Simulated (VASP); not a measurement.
Here is a VASP 6.6.1 calculation.

The input INCAR:

```
SYSTEM = Rb4ZnSb2
  ALGO = Normal
  EDIFF = 1E-6
  ENCUT = 520
  GGA = PE
  ISIF = 2
  ISMEAR = 0
  LASPH = .TRUE.
  LCHARG = .FALSE.
  LREAL = .FALSE.
  LWAVE = .FALSE.
  NBANDS = 38
  NELM = 100
  PREC = Accurate
  SIGMA = 0.1
```

The input KPOINTS:

```
k-points
0
G
  4 4 10
  0 0 0
```

POSCAR

```
Rb4ZnSb2
1.0
    9.2937832356      0.0000000000      0.0000000000
    0.0000000000      9.2937832356      0.0000000000
    0.0000000000      0.0000000000      3.7436898252
Rb Zn Sb
4 1 2
Direct
    0.2594281140      0.2594281140      0.0000000000
    0.7405718860      0.2594281140      0.0000000000
    0.7405718860      0.7405718860      0.0000000000
    0.2594281140      0.7405718860      0.0000000000
    0.0000000000      0.0000000000      0.0000000000
    0.0000000000      0.5000000000      0.5000000000
    0.5000000000      0.0000000000      0.5000000000
```

Potentials or basis: VASP PAW PBE potentials, release 64 (Rb_sv, Zn, Sb).

The run is started by

```console
$ cat potpaw_PBE.64/Rb_sv/POTCAR potpaw_PBE.64/Zn/POTCAR potpaw_PBE.64/Sb/POTCAR > POTCAR
$ mpirun -np 1 vasp_std > vasp.out
```

Estimate the band gap on the k mesh.

zero (band 29 reaches 1.95 eV, above the bottom of band 30 at 0.84 eV).

What does it give for the pressure?

0.0 GPa.

Caveat: spin-orbit coupling is left out, which moves the levels of the heavy elements.
